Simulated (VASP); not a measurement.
# Sn in VASP: further runs

Runs on Sn. Level: PBE. Tasks: single point.

Everything below comes from runs of VASP 6.6.1. Logs are shortened: lines on timing, memory, paths and dates and some standing lists are left out, and cuts for length are marked.

## (1) The cell of the first run

The typed cell holds 2 atoms: a = 3.898 Å, b = 3.893 Å, c = 3.629 Å, α = 90.00°, β = 90.00°, γ = 90.00°.

The cell was built from a structure type or drawn by symmetry, and may not be a known phase.

## (2) Single point, PBE

The input, INCAR:

```
SYSTEM = Sn
PREC     = Accurate       ! precision mode
ENCUT    = 520            ! plane-wave cutoff, eV
EDIFF    = 1E-6           ! SCF threshold, eV
ISMEAR   = 0              ! smearing method
SIGMA    = 0.1            ! smearing width, eV
LREAL    = .FALSE.        ! projectors in reciprocal space
LASPH    = .TRUE.         ! aspherical terms in the spheres
NELM     = 60             ! most SCF steps
ALGO     = Normal         ! electronic algorithm
ISIF     = 2              ! what is computed and relaxed
LWAVE    = .FALSE.        ! write WAVECAR
LCHARG   = .FALSE.        ! write CHGCAR
GGA      = PE             ! functional
NBANDS   = 21             ! bands
```

The input, KPOINTS:

```
Automatic mesh
0
G
  6 6 6
  0 0 0
```

The input, POSCAR:

```
Sn
1.0
    3.8976057862      0.0000000000      0.0000000000
    0.0000000000      3.8931140141      0.0000000000
    0.0000000000      0.0000000000      3.6294049796
Sn
2
Direct
    0.0000000000      0.0000000000      0.7498147128
    0.5000000000      0.5000000000      0.2501852872
```

Potentials or basis: VASP PAW PBE potentials, release 64 (Sn_d).

Run with:

```sh
$ cat potpaw_PBE.64/Sn_d/POTCAR > POTCAR
$ mpirun -np 1 vasp_std > vasp.out
```

OUTCAR:

```text
SYSTEM = Sn
   PREC = Accurate
   ENCUT = 520
   EDIFF = 1E-6
   ISMEAR = 0
   LREAL = .FALSE.
   LASPH = .TRUE.
   NELM = 60
   ISIF = 2
   GGA = PE

 ion  position               nearest neighbor table
   1  0.000  0.000  0.750-   2 3.30   2 3.30   2 3.30   2 3.30   2 3.30   2 3.30   2 3.30   2 3.30

   2  0.500  0.500  0.250-   1 3.30   1 3.30   1 3.30   1 3.30   1 3.30   1 3.30   1 3.30   1 3.30

  LATTYP: Found a simple orthorhombic cell.
 ALAT       =     3.6294049796
 B/A-ratio  =     1.0726590270
 C/A-ratio  =     1.0738966327

  Lattice vectors:

 A1 = (   0.0000000000,   0.0000000000,  -3.6294049796)
 A2 = (   0.0000000000,   3.8931140141,   0.0000000000)
 A3 = (   3.8976057862,   0.0000000000,   0.0000000000)

Analysis of symmetry for initial positions (statically):
=====================================================================
 Subroutine PRICEL returns:
 Original cell was already a primitive cell.

 Routine SETGRP: Setting up the symmetry group for a
 simple orthorhombic supercell.

 Subroutine GETGRP returns: Found  8 space group operations
 (whereof  4 operations were pure point group operations)
 out of a pool of  8 trial point group operations.

The static configuration has the point symmetry C_2v.
 The point group associated with its full space group is D_2h.

Analysis of symmetry for dynamics (positions and initial velocities):
=====================================================================
 Subroutine PRICEL returns:
 Original cell was already a primitive cell.

 Routine SETGRP: Setting up the symmetry group for a
 simple orthorhombic supercell.

 Subroutine GETGRP returns: Found  8 space group operations
 (whereof  4 operations were pure point group operations)
 out of a pool of  8 trial point group operations.

The dynamic configuration has the point symmetry C_2v.
 The point group associated with its full space group is D_2h.

 Subroutine INISYM returns: Found  8 space group operations
 (whereof  4 operations are pure point group operations),
 and found     1 'primitive' translations

----------------------------------------------------------------------------------------

                                     Primitive cell

  volume of cell :      55.0720

  direct lattice vectors                    reciprocal lattice vectors
     3.897605786  0.000000000  0.000000000     0.256567764  0.000000000  0.000000000
     0.000000000  3.893114014  0.000000000     0.000000000  0.256863785  0.000000000
     0.000000000  0.000000000  3.629404980     0.000000000  0.000000000  0.275527257

  length of vectors
     3.897605786  3.893114014  3.629404980     0.256567764  0.256863785  0.275527257

  position of ions in fractional coordinates (direct lattice)
     0.000000000  0.000000000  0.749814713
     0.500000000  0.500000000  0.250185287

  ion indices of the primitive-cell ions
   primitive index   ion index
                 1           1
                 2           2

----------------------------------------------------------------------------------------

 KPOINTS: Automatic mesh

Automatic generation of k-mesh.
 Grid dimensions read from file:
 generate k-points for:    6    6    6

 Generating k-lattice:

  Cartesian coordinates                     Fractional coordinates (reciprocal lattice)
     0.042761294  0.000000000  0.000000000     0.166666667  0.000000000  0.000000000
     0.000000000  0.042810631  0.000000000     0.000000000  0.166666667  0.000000000
     0.000000000  0.000000000  0.045921210     0.000000000  0.000000000  0.166666667

  Length of vectors
     0.042761294  0.042810631  0.045921210

  Shift w.r.t. Gamma in fractional coordinates (k-lattice)
     0.000000000  0.000000000  0.000000000

 Subroutine IBZKPT returns following result:
 ===========================================

 Found     64 irreducible k-points:

 Following reciprocal coordinates:
            Coordinates               Weight
  0.000000  0.000000  0.000000      1.000000
  0.166667  0.000000  0.000000      2.000000
  0.333333  0.000000  0.000000      2.000000
  0.500000  0.000000  0.000000      1.000000
  0.000000  0.166667  0.000000      2.000000
  0.166667  0.166667  0.000000      4.000000
[... 16 lines left out ...]
  0.333333  0.166667  0.166667      8.000000
  0.500000  0.166667  0.166667      4.000000
 [... further k-points ...]
   k-points           NKPTS =     64   k-points in BZ     NKDIM =     64   number of bands    NBANDS=     21
   number of dos      NEDOS =    301   number of ions     NIONS =      2
   total plane-waves  NPLWV =  25200
   dimension x,y,z NGX =    30 NGY =   30 NGZ =   28
   dimension x,y,z NGXF=    60 NGYF=   60 NGZF=   56
   ions per type =               2
   NGX,Y,Z   is equivalent  to a cutoff of  12.80, 12.81, 12.83 a.u.
   NGXF,Y,Z  is equivalent  to a cutoff of  25.59, 25.62, 25.65 a.u.
 SYSTEM =  Sn
   PREC   = accura    normal or accurate (medium, high low for compatibility)
   ISTART =      0    job   : 0-new  1-cont  2-samecut
   ICHARG =      2    charge: 1-file 2-atom 10-const
   ISPIN  =      1    spin polarized calculation?
   LNONCOLLINEAR =      F non collinear calculations
   LSORBIT =      F    spin-orbit coupling
   LASPH  =      T    aspherical Exc in radial PAW
   ENCUT  =  520.0 eV  38.22 Ry    6.18 a.u.   7.25  7.24  6.75*2*pi/ulx,y,z
   NELM   =     60;   NELMIN=  2; NELMDL= -5     # of ELM steps
   EDIFF  = 0.1E-05   stopping-criterion for ELM
   LREAL  =      F    real-space projection
[... 7 lines left out ...]
   TEBEG  =    0.0;   TEEND  =   0.0 temperature during run
   PSTRESS=    0.0 pullay stress
   NELECT =      28.0000    total number of electrons
   NUPDOWN=      -1.0000    fix difference up-down
   EMIN   =  10.00;   EMAX   =-10.00  energy-range for DOS
   EFERMI =   0.00;   METHOD = LEGACY
   ISMEAR =     0;   SIGMA  =   0.10  broadening in eV -4-tet -1-fermi 0-gaus
   EFERMI_NEDOS =   21; number of points for ismear=-14 and -15
   IALGO  =     38    algorithm
   IMIX   =      4    mixing-type and parameters
     AMIX     =   0.40;   BMIX     =  1.00
     AMIX_MAG =   1.60;   BMIX_MAG =  1.00
  volume/ion in A,a.u.               =      27.54       185.82
  Fermi-wavevector in a.u.,A,eV,Ry     =   1.306624  2.469162 23.228774  1.707267
  Thomas-Fermi vector in A             =   2.437414
   LORBIT       =      0    0 simple, 1 ext, 2 COOP (PROOUT), +10 PAW based schemes
   GGA     = PE    functional components
   LHFCALC =     F    Hartree Fock is set to
   AEXX    =    0.0000 exact exchange contribution
   IVDW    =     0    specifies the selected vdW correction
   LEPSILON=     F    determine dielectric tensor
   LRPA    =     F    only Hartree local field effects (RPA)
 non-spin polarized calculation
 Gauss-broadening in eV      SIGMA  =   0.10
  energy-cutoff  :      520.00
  volume of cell :       55.07
 maximum number of plane-waves:      1498
 NGX is ok and might be reduce to    30
   NGX = 15   NGY = 15   NGZ = 13

 number of electron      27.9999968 magnetization

 Free energy of the ion-electron system (eV)
  ---------------------------------------------------
  ext. energy  EPLUGINS =         0.00000000
  ---------------------------------------------------
  free energy    TOTEN  =        -7.62029067 eV

  energy without entropy =       -7.61695738  energy(sigma->0) =       -7.61862402

 E-fermi :   7.6656     XC(G=0): -10.3073

 val. band max:        7.6286392888   @ k =   0.0000   0.0000   0.1667
 cond. band min:       7.7228163373   @ k =   0.0000   0.1667   0.1667
 fundamental gap:      0.0941770484
 Fermi energy:         7.6655961740

 k-point     1 :       0.0000    0.0000    0.0000
  band No.  band energies     occupation
      1     -13.6542      2.00000
      2     -13.6422      2.00000
      3     -13.6404      2.00000
      4     -13.6181      2.00000
      5     -13.6179      2.00000
      6     -13.5140      2.00000
[... 13 lines left out ...]
     20      16.1319      0.00000
     21      19.6565      0.00000

 k-point     2 :       0.1667    0.0000    0.0000
  band No.  band energies     occupation
      1     -13.6432      2.00000
      2     -13.6308      2.00000
      3     -13.6229      2.00000
      4     -13.6089      2.00000
      5     -13.6059      2.00000
      6     -13.5214      2.00000
[... 13 lines left out ...]
     20      15.0916      0.00000
     21      17.9559      0.00000

 k-point     3 :       0.3333    0.0000    0.0000
  band No.  band energies     occupation
      1     -13.6157      2.00000
      2     -13.5977      2.00000
      3     -13.5819      2.00000
      4     -13.5784      2.00000
      5     -13.5733      2.00000
      6     -13.5449      2.00000
[... 13 lines left out ...]
     20      15.8623      0.00000
     21      16.7533      0.00000

 k-point     4 :       0.5000    0.0000    0.0000
  band No.  band energies     occupation
      1     -13.5796      2.00000
      2     -13.5796      2.00000
      3     -13.5472      2.00000
      4     -13.5472      2.00000
      5     -13.5402      2.00000
      6     -13.5402      2.00000
[... 13 lines left out ...]
     20      14.2186      0.00000
     21      21.0449      0.00000

 k-point     5 :       0.0000    0.1667    0.0000
  band No.  band energies     occupation
      1     -13.6431      2.00000
      2     -13.6308      2.00000
      3     -13.6229      2.00000
      4     -13.6088      2.00000
      5     -13.6060      2.00000
      6     -13.5213      2.00000
[... 13 lines left out ...]
     20      15.0981      0.00000
     21      17.9680      0.00000

 k-point     6 :       0.1667    0.1667    0.0000
  band No.  band energies     occupation
      1     -13.6327      2.00000
      2     -13.6270      2.00000
      3     -13.6228      2.00000
      4     -13.6078      2.00000
      5     -13.5697      2.00000
      6     -13.5257      2.00000
[... 13 lines left out ...]
     20      15.3078      0.00000
     21      18.0493      0.00000

 k-point     7 :       0.3333    0.1667    0.0000
  band No.  band energies     occupation
      1     -13.6225      2.00000
      2     -13.6096      2.00000
      3     -13.6000      2.00000
      4     -13.5683      2.00000
      5     -13.5464      2.00000
      6     -13.5401      2.00000
[... 13 lines left out ...]
     20      16.8888      0.00000
     21      17.0417      0.00000
[... 291 lines left out ...]
      1     -13.6061      2.00000
      2     -13.6061      2.00000
      3     -13.5848      2.00000
      4     -13.5848      2.00000
      5     -13.5360      2.00000
      6     -13.5360      2.00000
[... 13 lines left out ...]
     20      16.5605      0.00000
     21      19.1955      0.00000

 k-point    21 :       0.0000    0.1667    0.1667
  band No.  band energies     occupation
      1     -13.6431      2.00000
      2     -13.6206      2.00000
      3     -13.6116      2.00000
      4     -13.6068      2.00000
      5     -13.5762      2.00000
      6     -13.5104      2.00000
[... 13 lines left out ...]
     20      15.1049      0.00000
     21      17.4599      0.00000

 k-point    22 :       0.1667    0.1667    0.1667
  band No.  band energies     occupation
      1     -13.6362      2.00000
      2     -13.6215      2.00000
      3     -13.6091      2.00000
      4     -13.6005      2.00000
      5     -13.5472      2.00000
      6     -13.5324      2.00000
[... 13 lines left out ...]
     20      15.3869      0.00000
     21      18.3972      0.00000

 k-point    23 :       0.3333    0.1667    0.1667
  band No.  band energies     occupation
      1     -13.6355      2.00000
      2     -13.6045      2.00000
      3     -13.5930      2.00000
      4     -13.5813      2.00000
      5     -13.5627      2.00000
      6     -13.5259      2.00000
[... 13 lines left out ...]
     20      17.4026      0.00000
     21      17.4155      0.00000

 k-point    24 :       0.5000    0.1667    0.1667
  band No.  band energies     occupation
      1     -13.6199      2.00000
      2     -13.6199      2.00000
      3     -13.5813      2.00000
      4     -13.5813      2.00000
      5     -13.5285      2.00000
      6     -13.5285      2.00000
[... 13 lines left out ...]
     20      16.6344      0.00000
     21      17.8733      0.00000

 [... further k-points ...]

------------------------ aborting loop because EDIFF is reached ----------------------------------------

  FORCE on cell =-STRESS in cart. coord.  units (eV):
  Direction    XX          YY          ZZ          XY          YZ          ZX
  --------------------------------------------------------------------------------------
  -------------------------------------------------------------------------------------
  Total       -0.0297297     -0.0331627     -0.0340383      0.0000000      0.0000000      0.0000000
  in kB       -0.8649095     -0.9647844     -0.9902573      0.0000000      0.0000000      0.0000000
  external PRESSURE =      -0.9399837 kB  Pullay stress =       0.0000000 kB

 VOLUME and BASIS-vectors are now :
 -----------------------------------------------------------------------------
  energy-cutoff  :      520.00
  volume of cell :       55.07
      direct lattice vectors                 reciprocal lattice vectors
     3.897605786  0.000000000  0.000000000     0.256567764  0.000000000  0.000000000
     0.000000000  3.893114014  0.000000000     0.000000000  0.256863785  0.000000000
     0.000000000  0.000000000  3.629404980     0.000000000  0.000000000  0.275527257

 POSITION                                       TOTAL-FORCE (eV/Angst)
 -----------------------------------------------------------------------------------
      0.00000      0.00000      2.72138         0.000000      0.000000      0.001936
      1.94880      1.94656      0.90802         0.000000      0.000000     -0.001936
 -----------------------------------------------------------------------------------
    total drift:                                0.000000      0.000000      0.000000

  FREE ENERGIE OF THE ION-ELECTRON SYSTEM (eV)
  ---------------------------------------------------
  free  energy   TOTEN  =        -7.6202906691 eV

  energy  without entropy=       -7.6169573775  energy(sigma->0) =       -7.61862402
```

Wall time 21 s (1 thread of Intel Xeon 6975P-C (Granite Rapids), shared host); peak memory 0.19 GiB.

Results:

| Quantity | Value |
| --- | --- |
| Free energy | -7.6203 eV |
| Pressure | -0.1 GPa |
| Band gap on the k mesh | zero (bands 14 and 15 overlap by 3.21 eV) |

Levels at points of the mesh, in eV from the Fermi level:
| k point | band 10 | band 11 | band 12 | band 13 | band 14 | band 15 | band 16 | band 17 | band 18 | band 19 |
| --- | --- | --- | --- | --- | --- | --- | --- | --- | --- | --- |
| (0.00, 0.00, 0.00) | -21.09 | -10.73 | -2.41 | -0.63 | -0.61 | 0.73 | 3.80 | 4.60 | 7.87 | 7.88 |
| (0.50, 0.00, 0.00) | -21.19 | -8.18 | -8.18 | 2.19 | 2.19 | 2.46 | 2.46 | 3.47 | 3.47 | 6.55 |
| (0.00, 0.50, 0.00) | -21.19 | -8.17 | -8.17 | 2.18 | 2.18 | 2.44 | 2.44 | 3.48 | 3.48 | 6.56 |
| (0.50, 0.50, 0.00) | -21.09 | -6.44 | -6.44 | -4.21 | -4.21 | 4.47 | 4.47 | 6.48 | 6.48 | 8.90 |
| (0.00, 0.00, 0.50) | -21.18 | -7.77 | -7.77 | 1.84 | 1.84 | 2.53 | 2.54 | 2.55 | 2.56 | 6.24 |
| (0.50, 0.00, 0.50) | -21.08 | -5.96 | -5.96 | -4.02 | -4.02 | 3.58 | 3.58 | 5.27 | 5.27 | 7.84 |
| (0.00, 0.50, 0.50) | -21.08 | -5.96 | -5.96 | -4.02 | -4.02 | 3.57 | 3.57 | 5.25 | 5.25 | 7.82 |
| (0.50, 0.50, 0.50) | -21.16 | -4.86 | -4.86 | -1.41 | -1.41 | -1.01 | -1.01 | -1.00 | -1.00 | 17.09 |

Caveat: spin-orbit coupling is left out, which moves the levels of the heavy elements.

[end of part 1 of 2]
